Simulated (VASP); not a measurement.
# NaCl (Fm-3m) in VASP: further runs

NaCl is run at these levels: PBEsol+D4, RPBE+D3(BJ), PBE-based screened hybrid, PBE; tasks: relaxation of cell and atoms, single point.

All numbers are computed with VASP 6.6.1; they aren't measurements. Logs are shortened: lines on timing, memory, paths and dates and some standing lists are left out, and cuts for length are marked.

### Step 1. The cell of the first run

The structure is cubic, space group Fm-3m (No. 225). The conventional cell has a = 5.588 Å, b = 5.588 Å, c = 5.588 Å, α = 90.00°, β = 90.00°, γ = 90.00°. Cl (site symmetry m-3m) has 6 Na at 2.79 Å within 3.7 Å. Within 3.7 Å of Na (site symmetry m-3m) lie 6 Cl at 2.79 Å.

### Step 2. Relaxation of cell and atoms, PBEsol+D4

INCAR reads:

```
SYSTEM = NaCl
PREC     = Accurate       ! precision mode
ENCUT    = 600            ! plane-wave cutoff, eV
EDIFF    = 1E-6           ! SCF threshold, eV
ISMEAR   = -1             ! smearing method
SIGMA    = 0.05           ! smearing width, eV
LREAL    = .False.        ! projectors in reciprocal space
LASPH    = .True.         ! aspherical terms in the spheres
NELM     = 80             ! most SCF steps
ALGO     = Normal         ! electronic algorithm
ISIF     = 3              ! what is computed and relaxed
LWAVE    = .False.        ! write WAVECAR
LCHARG   = .False.        ! write CHGCAR
GGA      = PS             ! functional
IVDW     = 13             ! dispersion correction
IBRION   = 2              ! ionic algorithm
NSW      = 60             ! ionic steps
EDIFFG   = -0.01          ! ionic threshold
```

KPOINTS reads:

```
Automatic mesh
0
Gamma
  8 8 8
  0 0 0
```

POSCAR reads:

```
NaCl
1.0
    0.0000000000      2.7940632177      2.7940632177
    2.7940632177      0.0000000000      2.7940632177
    2.7940632177      2.7940632177      0.0000000000
Cl Na
1 1
Direct
    0.5000000000      0.5000000000      0.5000000000
    0.0000000000      0.0000000000      0.0000000000
```

Potentials or basis: VASP PAW PBE potentials, release 64 (Cl, Na_pv).

Run with:

```console
> cat potpaw_PBE.64/Cl/POTCAR potpaw_PBE.64/Na_pv/POTCAR > POTCAR
> mpirun -np 1 vasp_std > vasp.out
```

OUTCAR:

```text
SYSTEM = NaCl
   PREC = Accurate
   ENCUT = 600
   EDIFF = 1E-6
   ISMEAR = -1
   LREAL = .False.
   LASPH = .True.
   NELM = 80
   ISIF = 3
   GGA = PS
   IVDW = 13
   IBRION = 2
   NSW = 60
   EDIFFG = -0.01

 ion  position               nearest neighbor table
   1  0.500  0.500  0.500-
   2  0.000  0.000  0.000-

  LATTYP: Found a face centered cubic cell.
 ALAT       =     5.5881264354

  Lattice vectors:

 A1 = (   0.0000000000,   2.7940632177,   2.7940632177)
 A2 = (   2.7940632177,   0.0000000000,   2.7940632177)
 A3 = (   2.7940632177,   2.7940632177,   0.0000000000)

Analysis of symmetry for initial positions (statically):
=====================================================================
 Subroutine PRICEL returns:
 Original cell was already a primitive cell.

 Routine SETGRP: Setting up the symmetry group for a
 face centered cubic supercell.

 Subroutine GETGRP returns: Found 48 space group operations
 (whereof 48 operations were pure point group operations)
 out of a pool of 48 trial point group operations.

The static configuration has the point symmetry O_h .

Analysis of symmetry for dynamics (positions and initial velocities):
=====================================================================
 Subroutine PRICEL returns:
 Original cell was already a primitive cell.

 Routine SETGRP: Setting up the symmetry group for a
 face centered cubic supercell.

 Subroutine GETGRP returns: Found 48 space group operations
 (whereof 48 operations were pure point group operations)
 out of a pool of 48 trial point group operations.

The dynamic configuration has the point symmetry O_h .

 Subroutine INISYM returns: Found 48 space group operations
 (whereof 48 operations are pure point group operations),
 and found     1 'primitive' translations

----------------------------------------------------------------------------------------

                                     Primitive cell

  volume of cell :      43.6253

  direct lattice vectors                    reciprocal lattice vectors
     0.000000000  2.794063218  2.794063218    -0.178950854  0.178950854  0.178950854
     2.794063218  0.000000000  2.794063218     0.178950854 -0.178950854  0.178950854
[... 151 lines left out ...]
  energy-cutoff  :      600.00
  volume of cell :       43.63
      direct lattice vectors                 reciprocal lattice vectors
     0.000000000  2.794063218  2.794063218    -0.178950854  0.178950854  0.178950854
     2.794063218  0.000000000  2.794063218     0.178950854 -0.178950854  0.178950854
     2.794063218  2.794063218  0.000000000     0.178950854  0.178950854 -0.178950854

 POSITION                                       TOTAL-FORCE (eV/Angst)
 -----------------------------------------------------------------------------------
      2.79406      2.79406      2.79406        -0.000000     -0.000000     -0.000000
      0.00000      0.00000      0.00000         0.000000      0.000000      0.000000
 -----------------------------------------------------------------------------------
    total drift:                                0.000000     -0.000000     -0.000000

  FREE ENERGIE OF THE ION-ELECTRON SYSTEM (eV)
  ---------------------------------------------------
  free  energy   TOTEN  =        -7.1180525070 eV

  energy  without entropy=       -7.1180525069  energy(sigma->0) =       -7.11805251

--------------------------------------- Ionic step        2  -------------------------------------------

 number of electron      14.0000010 magnetization

 Free energy of the ion-electron system (eV)
  ---------------------------------------------------
  ext. energy  EPLUGINS =         0.00000000
  ---------------------------------------------------
  free energy    TOTEN  =        -6.99804001 eV

  energy without entropy =       -6.99804001  energy(sigma->0) =       -6.99804001

 E-fermi :   0.4366     XC(G=0):  -8.4708

 val. band max:       -0.6027437485   @ k =   0.0000   0.0000   0.0000
 cond. band min:       4.4452929338   @ k =   0.0000   0.0000   0.0000
 fundamental gap:      5.0480366822
 Fermi energy:         0.4366013472

 k-point     1 :       0.0000    0.0000    0.0000
  band No.  band energies     occupation
      1     -21.1972      2.00000
      2     -21.1972      2.00000
      3     -21.1972      2.00000
      4     -13.3199      2.00000
      5      -0.6027      2.00000
      6      -0.6027      2.00000
      7      -0.6027      2.00000
      8       4.4453      0.00000
      9      10.4240      0.00000
     10      10.4240      0.00000
     11      10.4240      0.00000
[... 309 lines left out ...]
 k-point    24 :      -0.3750    0.2500    0.1250
  band No.  band energies     occupation
      1     -21.2256      2.00000
      2     -21.2069      2.00000
      3     -21.2023      2.00000
      4     -12.9053      2.00000
      5      -2.3803      2.00000
      6      -1.4301      2.00000
      7      -1.0486      2.00000
      8       7.6212      0.00000
      9       8.9805      0.00000
     10       9.6223      0.00000
     11      11.1338      0.00000

 [... further k-points ...]

------------------------ aborting loop because EDIFF is reached ----------------------------------------

  DFT-D4 for vdW energy calculation

  Edisp (eV):   -0.12013

  FORCE on cell =-STRESS in cart. coord.  units (eV):
  Direction    XX          YY          ZZ          XY          YZ          ZX
  --------------------------------------------------------------------------------------
  -------------------------------------------------------------------------------------
  Total      -0.01797    -0.01797    -0.01797     0.00000     0.00000     0.00000
  in kB      -0.66208    -0.66208    -0.66208     0.00000     0.00000     0.00000
  external pressure =       -0.66 kB  Pullay stress =        0.00 kB

 VOLUME and BASIS-vectors are now :
 -----------------------------------------------------------------------------
  energy-cutoff  :      600.00
  volume of cell :       43.48
      direct lattice vectors                 reciprocal lattice vectors
     0.000000000  2.790960282  2.790960282    -0.179149809  0.179149809  0.179149809
     2.790960282  0.000000000  2.790960282     0.179149809 -0.179149809  0.179149809
     2.790960282  2.790960282  0.000000000     0.179149809  0.179149809 -0.179149809

 POSITION                                       TOTAL-FORCE (eV/Angst)
 -----------------------------------------------------------------------------------
      2.79096      2.79096      2.79096         0.000000      0.000000      0.000000
      0.00000      2.79096      2.79096        -0.000000     -0.000000     -0.000000
 -----------------------------------------------------------------------------------
    total drift:                               -0.000000     -0.000000      0.000000

  FREE ENERGIE OF THE ION-ELECTRON SYSTEM (eV)
  ---------------------------------------------------
  free  energy   TOTEN  =        -7.1181722591 eV

  energy  without entropy=       -7.1181722590  energy(sigma->0) =       -7.11817226

 reached required accuracy - stopping structural energy minimisation
```

OSZICAR:

```text
N       E                     dE             d eps       ncg     rms          rms(c)
DAV:   1     0.988248718764E+02    0.98825E+02   -0.78523E+03   638   0.141E+03
DAV:   2     0.137193475865E+01   -0.97453E+02   -0.89874E+02   718   0.296E+02
DAV:   3    -0.696596520938E+01   -0.83379E+01   -0.82811E+01   761   0.834E+01
DAV:   4    -0.715442549395E+01   -0.18846E+00   -0.18821E+00   710   0.140E+01
DAV:   5    -0.715892293289E+01   -0.44974E-02   -0.44968E-02   846   0.208E+00    0.192E+00
DAV:   6    -0.700560608404E+01    0.15332E+00   -0.30193E-01   752   0.450E+00    0.139E+00
DAV:   7    -0.699491924402E+01    0.10687E-01   -0.68870E-02   832   0.207E+00    0.916E-01
DAV:   8    -0.699829855104E+01   -0.33793E-02   -0.71011E-03   686   0.971E-01    0.226E-01
DAV:   9    -0.699823840273E+01    0.60148E-04   -0.17749E-04   776   0.131E-01    0.130E-01
DAV:  10    -0.699830932459E+01   -0.70922E-04   -0.22913E-04   689   0.116E-01    0.442E-02
DAV:  11    -0.699830123633E+01    0.80883E-05   -0.17915E-05   749   0.354E-02    0.132E-02
DAV:  12    -0.699830058965E+01    0.64668E-06   -0.29915E-06   680   0.123E-02
   1 F= -.71180525E+01 E0= -.71180525E+01  d E =-.711805E+01
       N       E                     dE             d eps       ncg     rms          rms(c)
DAV:   1    -0.699899965875E+01   -0.69842E-03   -0.21960E-02   719   0.232E+00    0.202E-01
DAV:   2    -0.699818952367E+01    0.81014E-03   -0.13359E-03   716   0.405E-01    0.818E-02
DAV:   3    -0.699805034423E+01    0.13918E-03   -0.32902E-04   725   0.213E-01    0.389E-02
DAV:   4    -0.699804025895E+01    0.10085E-04   -0.10143E-05   931   0.416E-02    0.319E-03
DAV:   5    -0.699804000706E+01    0.25189E-06   -0.10653E-06   355   0.102E-02
   2 F= -.71181723E+01 E0= -.71181723E+01  d E =-.119752E-03
```

CONTCAR:

```text
NaCl
   1.00000000000000
     0.0000000000000000    2.7909602816821497    2.7909602816821497
     2.7909602816821497    0.0000000000000000    2.7909602816821497
     2.7909602816821497    2.7909602816821497    0.0000000000000000
  Cl              Na
     1     1
Direct
     0.5000000000000000    0.5000000000000000    0.5000000000000000
     1.0000000000000000    0.0000000000000000    0.0000000000000000

  0.00000000E+00  0.00000000E+00  0.00000000E+00
  0.00000000E+00  0.00000000E+00  0.00000000E+00
```

Wall time 18 s (1 thread of Intel Xeon 6975P-C, shared host); peak memory 0.17 GiB.

What came out:

| Item | Value |
| --- | --- |
| Free energy | -7.1182 eV |
| Relaxed volume | 21.74 Å³/atom |
| Relaxed cell | a = 3.947 Å, b = 3.947 Å, c = 3.947 Å, α = 60.00°, β = 60.00°, γ = 60.00° |
| Space group after relaxing (to 0.05 Å) | Fm-3m (No. 225) |
| Energy gained by relaxing | 0.1 meV/atom |
| Ionic steps | 2 |
| Pressure after relaxing | -0.1 GPa |
| Band gap on the k mesh | 5.05 eV, direct |
| Dispersion energy per atom | -0.060 eV |

Step by step:
| step | energy change (eV) | largest force (eV/Å) | pressure (GPa) | volume (Å³) |
| --- | --- | --- | --- | --- |
| 1 | 0.0000 | 0.0000 | -0.17 | 43.63 |
| 2 | -0.0001 | 0.0000 | -0.07 | 43.48 |

Final structure:
```cif
data_structure
_symmetry_space_group_name_H-M 'P 1'
_symmetry_Int_Tables_number 1
_cell_length_a 3.9470
_cell_length_b 3.9470
_cell_length_c 3.9470
_cell_angle_alpha 60.000
_cell_angle_beta 60.000
_cell_angle_gamma 60.000
_cell_volume 43.48
loop_
_atom_site_label
_atom_site_type_symbol
_atom_site_fract_x
_atom_site_fract_y
_atom_site_fract_z
_atom_site_occupancy
Cl1 Cl 0.50000 0.50000 0.50000 1
Na1 Na 0.00000 0.00000 0.00000 1
```

Caveat: the PAW data sets were made with another functional, which shifts forces and pressure a little.

### Step 3. Relaxation of cell and atoms, RPBE+D3(BJ)

INCAR reads:

```
SYSTEM = NaCl
PREC     = Accurate       ! precision mode
ENCUT    = 600            ! plane-wave cutoff, eV
EDIFF    = 1E-7           ! SCF threshold, eV
ISMEAR   = -1             ! smearing method
SIGMA    = 0.05           ! smearing width, eV
LREAL    = .FALSE.        ! projectors in reciprocal space
LASPH    = .TRUE.         ! aspherical terms in the spheres
NELM     = 80             ! most SCF steps
ALGO     = Normal         ! electronic algorithm
ISIF     = 3              ! what is computed and relaxed
LWAVE    = .FALSE.        ! write WAVECAR
LCHARG   = .FALSE.        ! write CHGCAR
GGA      = RP             ! functional
IVDW     = 12             ! dispersion correction
IBRION   = 2              ! ionic algorithm
NSW      = 60             ! ionic steps
EDIFFG   = -0.01          ! ionic threshold
```

KPOINTS reads:

```
Automatic mesh
0
G
  8 8 8
  0 0 0
```

POSCAR is that of step 2.

Potentials or basis: VASP PAW PBE potentials, release 64 (Cl, Na_pv).

Run with:

```console
> cat potpaw_PBE.64/Cl/POTCAR potpaw_PBE.64/Na_pv/POTCAR > POTCAR
> mpirun -np 1 vasp_std > vasp.out
```

OUTCAR:

```text
SYSTEM = NaCl
   PREC = Accurate
   ENCUT = 600
   EDIFF = 1E-7
   ISMEAR = -1
   LREAL = .FALSE.
   LASPH = .TRUE.
   NELM = 80
   ISIF = 3
   GGA = RP
   IVDW = 12
   IBRION = 2
   NSW = 60
   EDIFFG = -0.01
 IVDW          = 12

 ion  position               nearest neighbor table
   1  0.500  0.500  0.500-
   2  0.000  0.000  0.000-

  LATTYP: Found a face centered cubic cell.
 ALAT       =     5.5881264354

  Lattice vectors:

 A1 = (   0.0000000000,   2.7940632177,   2.7940632177)
 A2 = (   2.7940632177,   0.0000000000,   2.7940632177)
 A3 = (   2.7940632177,   2.7940632177,   0.0000000000)

Analysis of symmetry for initial positions (statically):
=====================================================================
 Subroutine PRICEL returns:
 Original cell was already a primitive cell.

 Routine SETGRP: Setting up the symmetry group for a
 face centered cubic supercell.

 Subroutine GETGRP returns: Found 48 space group operations
 (whereof 48 operations were pure point group operations)
 out of a pool of 48 trial point group operations.

The static configuration has the point symmetry O_h .

Analysis of symmetry for dynamics (positions and initial velocities):
=====================================================================
 Subroutine PRICEL returns:
 Original cell was already a primitive cell.

 Routine SETGRP: Setting up the symmetry group for a
 face centered cubic supercell.
[... 152 lines left out ...]

  energy without entropy =       -6.40179237  energy(sigma->0) =       -6.40179237

------------------------ aborting loop because EDIFF is reached ----------------------------------------

 Edisp (eV)   -1.83721

 E8    (eV) :    -1.1368
[... 31 lines left out ...]
--------------------------------------- Ionic step        2  -------------------------------------------

 number of electron      14.0000005 magnetization

 E-fermi :   1.4360     XC(G=0):  -8.5084

 val. band max:        0.3532371540   @ k =   0.0000   0.0000   0.0000
 cond. band min:       6.4302136276   @ k =   0.0000   0.0000   0.0000
 fundamental gap:      6.0769764736
 Fermi energy:         1.4359707116

 k-point     1 :       0.0000    0.0000    0.0000
  band No.  band energies     occupation
      1     -20.2213      2.00000
      2     -20.2213      2.00000
      3     -20.2213      2.00000
      4     -12.6820      2.00000
      5       0.3532      2.00000
      6       0.3532      2.00000
      7       0.3532      2.00000
      8       6.4302      0.00000
      9      11.7416      0.00000
     10      11.7416      0.00000
     11      11.7416      0.00000
[... 401 lines left out ...]
--------------------------------------- Ionic step        4  -------------------------------------------

 number of electron      13.9999995 magnetization

 Free energy of the ion-electron system (eV)
  ---------------------------------------------------
  ext. energy  EPLUGINS =         0.00000000
  ---------------------------------------------------
  free energy    TOTEN  =        -6.00560399 eV

  energy without entropy =       -6.00560399  energy(sigma->0) =       -6.00560399

 E-fermi :   1.9401     XC(G=0):  -8.8828

 val. band max:        0.9423389531   @ k =   0.0000   0.0000   0.0000
 cond. band min:       7.4120782529   @ k =   0.0000   0.0000   0.0000
 fundamental gap:      6.4697392998
 Fermi energy:         1.9401325602

 k-point     1 :       0.0000    0.0000    0.0000
  band No.  band energies     occupation
      1     -19.5395      2.00000
      2     -19.5395      2.00000
      3     -19.5395      2.00000
      4     -12.3475      2.00000
      5       0.9423      2.00000
      6       0.9423      2.00000
      7       0.9423      2.00000
      8       7.4121      0.00000
      9      12.3457      0.00000
     10      12.3457      0.00000
     11      12.3457      0.00000
[... 355 lines left out ...]
  FREE ENERGIE OF THE ION-ELECTRON SYSTEM (eV)
  ---------------------------------------------------
  free  energy   TOTEN  =        -8.4198163540 eV

  energy  without entropy=       -8.4198163540  energy(sigma->0) =       -8.41981635

 reached required accuracy - stopping structural energy minimisation
```

It took 43 s on 1 thread of Intel Xeon 6975P-C, shared host; peak memory 0.19 GiB.

What came out:

```
Free energy                            : -8.4198 eV
Relaxed volume                         : 17.84 Å³/atom
Relaxed cell                           : a = 3.695 Å, b = 3.695 Å, c = 3.695 Å, α = 60.00°, β = 60.00°, γ = 60.00°
Space group after relaxing (to 0.05 Å) : Fm-3m (No. 225)
Energy gained by relaxing              : 90.4 meV/atom
Ionic steps                            : 4
Pressure after relaxing                : 0.0 GPa
Band gap on the k mesh                 : 6.47 eV, direct
Dispersion energy per atom             : -1.207 eV
```

Step by step:
```tsv
step	energy change (eV)	largest force (eV/Å)	pressure (GPa)	volume (Å³)
1	0.0000	0.0000	-6.08	43.63
2	-0.1504	0.0000	-3.13	38.61
3	-0.1804	0.0000	-0.41	36.03
4	-0.1808	0.0000	0.05	35.68
```

Final structure:
```xyz
2
Lattice="0.0000 2.6129 2.6129 2.6129 0.0000 2.6129 2.6129 2.6129 0.0000" Properties=species:S:1:pos:R:3 pbc="T T T"
Cl    2.6129    2.6129    2.6129
Na    0.0000    0.0000    0.0000
```

Levels at points of the mesh, in eV from the valence-band top:
```
           k point  band 4  band 5  band 6  band 7  band 8  band 9  band 10  band 11
(0.00, 0.00, 0.00)  -13.29    0.00    0.00    0.00    6.47   11.40    11.40    11.40
(0.50, 0.00, 0.00)  -12.65   -2.65   -0.42   -0.42    7.89   11.64    11.64    12.91
(0.50, 0.50, 0.00)  -12.60   -2.29   -0.83   -0.83    7.96    8.44    13.37    16.11
```

Caveat: the volume moved by over 15 % at a fixed basis, so the end points are rough; the PAW data sets were made with another functional, which shifts forces and pressure a little.

(Part 1 of 2 ends here.)
